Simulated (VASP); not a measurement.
# RbZrBr2 (P4/mmm) in VASP: notebook

Runs on RbZrBr2. Level: PBE. Tasks: relaxation of cell and atoms, single point.

All numbers are computed with VASP 6.6.1; they aren't measurements. Logs are shortened: lines on timing, memory, paths and dates and some standing lists are left out, and cuts for length are marked.

**1. The cell of the first run**

It takes space group P4/mmm (No. 123, tetragonal). Conventional cell: a = 3.537 Å, b = 3.537 Å, c = 8.904 Å, α = 90.00°, β = 90.00°, γ = 90.00°. Rb (site symmetry 4/mmm) has 4 Rb at 3.54 Å and 8 Br at 3.77 Å and 2 Zr at 4.45 Å within 4.6 Å. Within 3.9 Å of Zr (site symmetry 4/mmm) lie 8 Br at 2.99 Å and 4 Zr at 3.54 Å. Within 3.9 Å of Br (site symmetry 4mm) lie 4 Zr at 2.99 Å and 5 Br at 3.27 to 3.54 Å and 4 Rb at 3.77 Å.

**2. Relaxation of cell and atoms, PBE**

The input, INCAR:

```
SYSTEM = RbZrBr2
ALGO     = Normal         ! electronic algorithm
EDIFF    = 1E-6           ! SCF threshold, eV
EDIFFG   = -0.01          ! ionic threshold
ENCUT    = 600            ! plane-wave cutoff, eV
GGA      = PE             ! functional
IBRION   = 2              ! ionic algorithm
ISIF     = 3              ! what is computed and relaxed
ISMEAR   = 0              ! smearing method
LASPH    = .TRUE.         ! aspherical terms in the spheres
LCHARG   = .FALSE.        ! write CHGCAR
LREAL    = .FALSE.        ! projectors in reciprocal space
LWAVE    = .FALSE.        ! write WAVECAR
NELM     = 100            ! most SCF steps
NSW      = 100            ! ionic steps
PREC     = Accurate       ! precision mode
SIGMA    = 0.1            ! smearing width, eV
```

The input, KPOINTS:

```
k-points
0
G
  14 14 6
  0 0 0
```

The input, POSCAR:

```
RbZrBr2
1.0
    3.5370919788      0.0000000000      0.0000000000
    0.0000000000      3.5370919788      0.0000000000
    0.0000000000      0.0000000000      8.9041293606
Rb Zr Br
1 1 2
Direct
    0.0000000000      0.0000000000      0.5000000000
    0.0000000000      0.0000000000      0.0000000000
    0.5000000000      0.5000000000      0.1833448770
    0.5000000000      0.5000000000      0.8166551230
```

Potentials or basis: VASP PAW PBE potentials, release 64 (Rb_sv, Zr_sv, Br).

Run with:

```sh
$ cat potpaw_PBE.64/Rb_sv/POTCAR potpaw_PBE.64/Zr_sv/POTCAR potpaw_PBE.64/Br/POTCAR > POTCAR
$ mpirun -np 1 vasp_std > vasp.out
```

OUTCAR:

```text
SYSTEM = RbZrBr2
   EDIFF = 1E-6
   EDIFFG = -0.01
   ENCUT = 600
   GGA = PE
   IBRION = 2
   ISIF = 3
   ISMEAR = 0
   LASPH = .TRUE.
   LREAL = .FALSE.
   NELM = 100
   NSW = 100
   PREC = Accurate

 ion  position               nearest neighbor table
   1  0.000  0.000  0.500-   3 3.77   4 3.77   3 3.77   4 3.77   3 3.77   4 3.77   3 3.77   4 3.77
                             2 4.45   2 4.45
   2  0.000  0.000  0.000-   3 2.99   4 2.99   3 2.99   4 2.99   3 2.99   4 2.99   3 2.99   4 2.99
                             1 4.45   1 4.45
   3  0.500  0.500  0.183-   2 2.99   2 2.99   2 2.99   2 2.99   1 3.77   1 3.77   1 3.77   1 3.77

   4  0.500  0.500  0.817-   2 2.99   2 2.99   2 2.99   2 2.99   1 3.77   1 3.77   1 3.77   1 3.77

  LATTYP: Found a simple tetragonal cell.
 ALAT       =     3.5370919788
 C/A-ratio  =     2.5173587269

  Lattice vectors:

 A1 = (   3.5370919788,   0.0000000000,   0.0000000000)
 A2 = (   0.0000000000,   3.5370919788,   0.0000000000)
 A3 = (   0.0000000000,   0.0000000000,   8.9041293606)

Analysis of symmetry for initial positions (statically):
=====================================================================
 Subroutine PRICEL returns:
 Original cell was already a primitive cell.

 Routine SETGRP: Setting up the symmetry group for a
 simple tetragonal supercell.

 Subroutine GETGRP returns: Found 16 space group operations
 (whereof 16 operations were pure point group operations)
 out of a pool of 16 trial point group operations.

The static configuration has the point symmetry D_4h.

Analysis of symmetry for dynamics (positions and initial velocities):
=====================================================================
 Subroutine PRICEL returns:
 Original cell was already a primitive cell.

 Routine SETGRP: Setting up the symmetry group for a
 simple tetragonal supercell.

 Subroutine GETGRP returns: Found 16 space group operations
 (whereof 16 operations were pure point group operations)
 out of a pool of 16 trial point group operations.

The dynamic configuration has the point symmetry D_4h.

 Subroutine INISYM returns: Found 16 space group operations
 (whereof 16 operations are pure point group operations),
 and found     1 'primitive' translations

----------------------------------------------------------------------------------------

                                     Primitive cell

  volume of cell :     111.3997

  direct lattice vectors                    reciprocal lattice vectors
     3.537091979  0.000000000  0.000000000     0.282718122  0.000000000  0.000000000
     0.000000000  3.537091979  0.000000000     0.000000000  0.282718122  0.000000000
     0.000000000  0.000000000  8.904129361     0.000000000  0.000000000  0.112307443

  length of vectors
     3.537091979  3.537091979  8.904129361     0.282718122  0.282718122  0.112307443

  position of ions in fractional coordinates (direct lattice)
     0.000000000  0.000000000  0.500000000
     0.000000000  0.000000000  0.000000000
     0.500000000  0.500000000  0.183344877
     0.500000000  0.500000000  0.816655123

  ion indices of the primitive-cell ions
   primitive index   ion index
                 1           1
                 2           2
                 3           3
                 4           4

----------------------------------------------------------------------------------------

 KPOINTS: k-points

Automatic generation of k-mesh.
 Grid dimensions read from file:
 generate k-points for:   14   14    6

 Generating k-lattice:

  Cartesian coordinates                     Fractional coordinates (reciprocal lattice)
     0.020194152  0.000000000  0.000000000     0.071428571  0.000000000  0.000000000
     0.000000000  0.020194152  0.000000000     0.000000000  0.071428571  0.000000000
     0.000000000  0.000000000  0.018717907     0.000000000  0.000000000  0.166666667

  Length of vectors
     0.020194152  0.020194152  0.018717907

  Shift w.r.t. Gamma in fractional coordinates (k-lattice)
     0.000000000  0.000000000  0.000000000

 Subroutine IBZKPT returns following result:
 ===========================================

 Found    144 irreducible k-points:

 Following reciprocal coordinates:
            Coordinates               Weight
  0.000000  0.000000  0.000000      1.000000
  0.071429  0.000000  0.000000      4.000000
  0.142857  0.000000  0.000000      4.000000
  0.214286  0.000000  0.000000      4.000000
  0.285714  0.000000  0.000000      4.000000
  0.357143  0.000000  0.000000      4.000000
[... 16 lines left out ...]
  0.285714  0.214286  0.000000      8.000000
  0.357143  0.214286  0.000000      8.000000
 [... further k-points ...]
   k-points           NKPTS =    144   k-points in BZ     NKDIM =    144   number of bands    NBANDS=     21
   number of dos      NEDOS =    301   number of ions     NIONS =      4
   total plane-waves  NPLWV =  56448
   dimension x,y,z NGX =    28 NGY =   28 NGZ =   72
   dimension x,y,z NGXF=    56 NGYF=   56 NGZF=  144
   ions per type =               1   1   2
   NGX,Y,Z   is equivalent  to a cutoff of  13.16, 13.16, 13.44 a.u.
   NGXF,Y,Z  is equivalent  to a cutoff of  26.32, 26.32, 26.89 a.u.
 SYSTEM =  RbZrBr2
   PREC   = accura    normal or accurate (medium, high low for compatibility)
   ISTART =      0    job   : 0-new  1-cont  2-samecut
   ICHARG =      2    charge: 1-file 2-atom 10-const
   ISPIN  =      1    spin polarized calculation?
   LNONCOLLINEAR =      F non collinear calculations
   LSORBIT =      F    spin-orbit coupling
   LASPH  =      T    aspherical Exc in radial PAW
   ENCUT  =  600.0 eV  44.10 Ry    6.64 a.u.   7.06  7.06 17.78*2*pi/ulx,y,z
   NELM   =    100;   NELMIN=  2; NELMDL= -5     # of ELM steps
   EDIFF  = 0.1E-05   stopping-criterion for ELM
   LREAL  =      F    real-space projection
   EDIFFG = -.1E-01   stopping-criterion for IOM
   NSW    =    100    number of steps for IOM
   IBRION =      2    ionic relax: 0-MD 1-quasi-New 2-CG
   NFREE  =      1    steps in history (QN), initial steepest desc. (CG)
   ISIF   =      3    stress and relaxation
   ISYM   =      2    0-nonsym 1-usesym 2-fastsym
   POTIM  = 0.5000    time-step for ionic-motion
   TEBEG  =    0.0;   TEEND  =   0.0 temperature during run
   PSTRESS=    0.0 pullay stress
   NELECT =      35.0000    total number of electrons
   NUPDOWN=      -1.0000    fix difference up-down
   EMIN   =  10.00;   EMAX   =-10.00  energy-range for DOS
   EFERMI =   0.00;   METHOD = LEGACY
   ISMEAR =     0;   SIGMA  =   0.10  broadening in eV -4-tet -1-fermi 0-gaus
   EFERMI_NEDOS =   21; number of points for ismear=-14 and -15
   IALGO  =     38    algorithm
   IMIX   =      4    mixing-type and parameters
     AMIX     =   0.40;   BMIX     =  1.00
     AMIX_MAG =   1.60;   BMIX_MAG =  1.00
  volume/ion in A,a.u.               =      27.85       187.94
  Fermi-wavevector in a.u.,A,eV,Ry     =   1.112934  2.103141 16.852480  1.238622
  Thomas-Fermi vector in A             =   2.249514
   LORBIT       =      0    0 simple, 1 ext, 2 COOP (PROOUT), +10 PAW based schemes
   GGA     = PE    functional components
   LHFCALC =     F    Hartree Fock is set to
   AEXX    =    0.0000 exact exchange contribution
   IVDW    =     0    specifies the selected vdW correction
   LEPSILON=     F    determine dielectric tensor
   LRPA    =     F    only Hartree local field effects (RPA)
 conjugate gradient relaxation of ions
 non-spin polarized calculation
 Gauss-broadening in eV      SIGMA  =   0.10
  energy-cutoff  :      600.00
  volume of cell :      111.40
 maximum number of plane-waves:      3746
   NGX = 15   NGY = 15   NGZ = 35

--------------------------------------- Ionic step        1  -------------------------------------------

 number of electron      34.9999998 magnetization

 Free energy of the ion-electron system (eV)
  ---------------------------------------------------
  ext. energy  EPLUGINS =         0.00000000
  ---------------------------------------------------
  free energy    TOTEN  =       -15.41531366 eV

  energy without entropy =      -15.40518641  energy(sigma->0) =      -15.41025003

------------------------ aborting loop because EDIFF is reached ----------------------------------------

  FORCE on cell =-STRESS in cart. coord.  units (eV):
  Direction    XX          YY          ZZ          XY          YZ          ZX
  --------------------------------------------------------------------------------------
  -------------------------------------------------------------------------------------
  Total       -0.2481860     -0.2481860     -0.2310180      0.0000000      0.0000000      0.0000000
  in kB       -3.5694700     -3.5694700     -3.3225550      0.0000000      0.0000000      0.0000000
  external PRESSURE =      -3.4871650 kB  Pullay stress =       0.0000000 kB
[... 95 lines left out ...]
  FREE ENERGIE OF THE ION-ELECTRON SYSTEM (eV)
  ---------------------------------------------------
  free  energy   TOTEN  =       -15.4170315186 eV

  energy  without entropy=      -15.4068741218  energy(sigma->0) =      -15.41195282

 E-fermi :   6.3955     XC(G=0):  -9.3510

 val. band max:        6.3923840380   @ k =   0.5000   0.3571   0.0000
 cond. band min:       6.4108556927   @ k =   0.2857   0.0000   0.5000
 fundamental gap:      0.0184716547
 Fermi energy:         6.3955414050

 k-point     1 :       0.0000    0.0000    0.0000
  band No.  band energies     occupation
      1     -43.9229      2.00000
      2     -23.4722      2.00000
      3     -21.9832      2.00000
      4     -21.8838      2.00000
      5     -21.8838      2.00000
      6     -11.9961      2.00000
[... 565 lines left out ...]
     20       6.9871      0.00000
     21       7.6909      0.00000

 [... further k-points ...]

[... ionic steps 4 to 14 ...]

--------------------------------------- Ionic step       15  -------------------------------------------

 number of electron      34.9999995 magnetization

------------------------ aborting loop because EDIFF is reached ----------------------------------------
[... 71 lines left out ...]
--------------------------------------- Ionic step       17  -------------------------------------------

 number of electron      34.9999995 magnetization

 Free energy of the ion-electron system (eV)
  ---------------------------------------------------
  ext. energy  EPLUGINS =         0.00000000
  ---------------------------------------------------
  free energy    TOTEN  =       -15.42151634 eV

  energy without entropy =      -15.41106004  energy(sigma->0) =      -15.41628819

 E-fermi :   6.4607     XC(G=0):  -9.3792

 val. band max:        6.4518582262   @ k =   0.4286   0.4286   0.1667
 cond. band min:       6.4706881326   @ k =   0.5000   0.3571   0.0000
 fundamental gap:      0.0188299065
 Fermi energy:         6.4607345598

 k-point     1 :       0.0000    0.0000    0.0000
  band No.  band energies     occupation
      1     -43.8659      2.00000
      2     -23.4111      2.00000
      3     -21.9250      2.00000
      4     -21.8298      2.00000
      5     -21.8298      2.00000
      6     -11.9617      2.00000
[... 565 lines left out ...]
     20       7.0502      0.00000
     21       7.7402      0.00000

 [... further k-points ...]

------------------------ aborting loop because EDIFF is reached ----------------------------------------

  FORCE on cell =-STRESS in cart. coord.  units (eV):
  Direction    XX          YY          ZZ          XY          YZ          ZX
  --------------------------------------------------------------------------------------
  -------------------------------------------------------------------------------------
  Total        0.0289958      0.0289958      0.0069997      0.0000000      0.0000000      0.0000000
  in kB        0.4292267      0.4292267      0.1036167      0.0000000      0.0000000      0.0000000
  external PRESSURE =       0.3206900 kB  Pullay stress =       0.0000000 kB
[... 19 lines left out ...]
  FREE ENERGIE OF THE ION-ELECTRON SYSTEM (eV)
  ---------------------------------------------------
  free  energy   TOTEN  =       -15.4215163445 eV

  energy  without entropy=      -15.4110600406  energy(sigma->0) =      -15.41628819

 reached required accuracy - stopping structural energy minimisation
```

Run time: 23 min. Hardware: 1 thread of Intel Xeon 6975P-C (Granite Rapids), shared host; peak memory 0.61 GiB.

Results:

```yaml
Free_energy: -15.4215 eV
Relaxed_volume: 27.06 Å³/atom
Relaxed_cell: a = 3.533 Å, b = 3.533 Å, c = 8.673 Å, α = 90.00°, β = 90.00°, γ = 90.00°
Space_group_after_relaxing_to_0.05_Å: P4/mmm (No. 123)
Energy_gained_by_relaxing: 1.6 meV/atom
Ionic_steps: 17
Pressure_after_relaxing: 0.0 GPa
Largest_force_after_relaxing: 0.005 eV/Å
```

Forces in eV/Å, atoms in the order of the input:
```
Rb   0.000  0.000  0.000
Zr   0.000  0.000  0.000
Br   0.000  0.000 -0.005
Br   0.000  0.000  0.005
```

The path:
```tsv
step	energy change (eV)	largest force (eV/Å)	pressure (GPa)	volume (Å³)
1	0.0000	0.0545	-0.35	111.40
2	-0.0016	0.0737	-0.07	110.43
3	-0.0017	0.0858	0.12	109.82
4	-0.0018	0.0826	0.11	109.97
5	-0.0017	0.0781	0.01	110.20
6	-0.0017	0.0806	0.05	110.07
7	-0.0025	0.0632	0.02	109.94
8	-0.0042	0.0125	-0.03	109.54
9	-0.0043	0.0791	-0.13	108.74
10	-0.0047	0.0388	-0.07	109.10
11	-0.0054	0.0303	-0.05	108.84
12	-0.0062	0.0028	0.05	108.05
13	-0.0062	0.0042	0.05	108.08
14	-0.0060	0.0168	0.00	108.46
15	-0.0062	0.0056	0.04	108.12
16	-0.0062	0.0046	0.04	108.10
17	-0.0062	0.0053	0.03	108.23
```

Final structure:
```xyz
4
Lattice="3.5327 0.0000 0.0000 0.0000 3.5327 0.0000 0.0000 0.0000 8.6727" Properties=species:S:1:pos:R:3 pbc="T T T"
Rb    0.0000    0.0000    4.3363
Zr    0.0000    0.0000    0.0000
Br    1.7663    1.7663    1.6419
Br    1.7663    1.7663    7.0308
```

Levels at points of the mesh, in eV from the Fermi level:
| k point | band 14 | band 15 | band 16 | band 17 | band 18 | band 19 | band 20 | band 21 |
| --- | --- | --- | --- | --- | --- | --- | --- | --- |
| (0.00, 0.00, 0.00) | -5.05 | -4.88 | -4.88 | -2.48 | -1.52 | -0.74 | 1.19 | 1.32 |
| (0.50, 0.00, 0.00) | -5.49 | -5.16 | -4.32 | -1.96 | 0.13 | 0.43 | 0.98 | 1.07 |
| (0.50, 0.50, 0.00) | -7.03 | -7.03 | -4.71 | -1.14 | -0.31 | 0.81 | 0.81 | 2.15 |
| (0.00, 0.00, 0.50) | -5.02 | -4.91 | -4.91 | -2.48 | -0.70 | -0.34 | 0.67 | 1.19 |
| (0.50, 0.00, 0.50) | -5.36 | -5.15 | -4.33 | -1.77 | 0.29 | 0.44 | 1.07 | 1.12 |
| (0.50, 0.50, 0.50) | -7.10 | -7.06 | -4.98 | -0.87 | 0.61 | 1.21 | 1.27 | 1.27 |

Caveat: an odd number of electrons without spin polarisation forces a metal; a magnetic or distorted state may lie lower.

**3. Single point, PBE**

This run uses another cell than the first one, of 27.02 Å³/atom, 0.970 times its volume.

The input, INCAR:

```
SYSTEM = RbZrBr2
  ALGO = Normal
  EDIFF = 1E-6
  ENCUT = 520
  GGA = PE
  ISIF = 2
  ISMEAR = 0
  LASPH = .TRUE.
  LCHARG = .TRUE.
  LELF = .TRUE.
  LREAL = .FALSE.
  LVHAR = .TRUE.
  LWAVE = .FALSE.
  NBANDS = 26
  NELM = 100
  PREC = Accurate
  SIGMA = 0.1
```

KPOINTS is that of step 2.

The input, POSCAR:

```
RbZrBr2
1.0
    3.5321999669      0.0000000000      0.0000000000
    0.0000000000      3.5321999669      0.0000000000
    0.0000000000      0.0000000000      8.6623451491
Rb Zr Br
1 1 2
Direct
    0.0000000000      0.0000000000      0.5000000000
    0.0000000000      0.0000000000      0.0000000000
    0.5000000000      0.5000000000      0.1893735704
    0.5000000000      0.5000000000      0.8106264296
```

Potentials or basis: VASP PAW PBE potentials, release 64 (Rb_sv, Zr_sv, Br).

Run with:

```sh
$ cat potpaw_PBE.64/Rb_sv/POTCAR potpaw_PBE.64/Zr_sv/POTCAR potpaw_PBE.64/Br/POTCAR > POTCAR
$ mpirun -np 1 vasp_std > vasp.out
```

Wall time 7.5 min (1 thread of AMD EPYC 7R13 (Zen 3), shared host); peak memory 0.48 GiB.

The run converged. Its results:

```yaml
Free_energy: -15.4214 eV
Pressure: 0.0 GPa
Largest_force: 0.004 eV/Å
```

Forces in eV/Å, atoms in the order of the input:
```
Rb   0.000  0.000  0.000
Zr   0.000  0.000  0.000
Br   0.000  0.000  0.004
Br   0.000  0.000 -0.004
```

Levels at points of the mesh, in eV from the Fermi level:
```
           k point  band 15  band 16  band 17  band 18  band 19  band 20
(0.00, 0.00, 0.00)    -4.89    -4.89    -2.49    -1.52    -0.74     1.19
(0.50, 0.00, 0.00)    -5.17    -4.32    -1.97     0.13     0.42     0.98
(0.50, 0.50, 0.00)    -7.04    -4.71    -1.14    -0.31     0.81     0.81
(0.00, 0.00, 0.50)    -4.91    -4.91    -2.48    -0.70    -0.33     0.68
(0.50, 0.00, 0.50)    -5.16    -4.33    -1.77     0.29     0.44     1.06
(0.50, 0.50, 0.50)    -7.06    -4.99    -0.87     0.62     1.21     1.27
```

Caveat: an odd number of electrons without spin polarisation forces a metal; a magnetic or distorted state may lie lower.
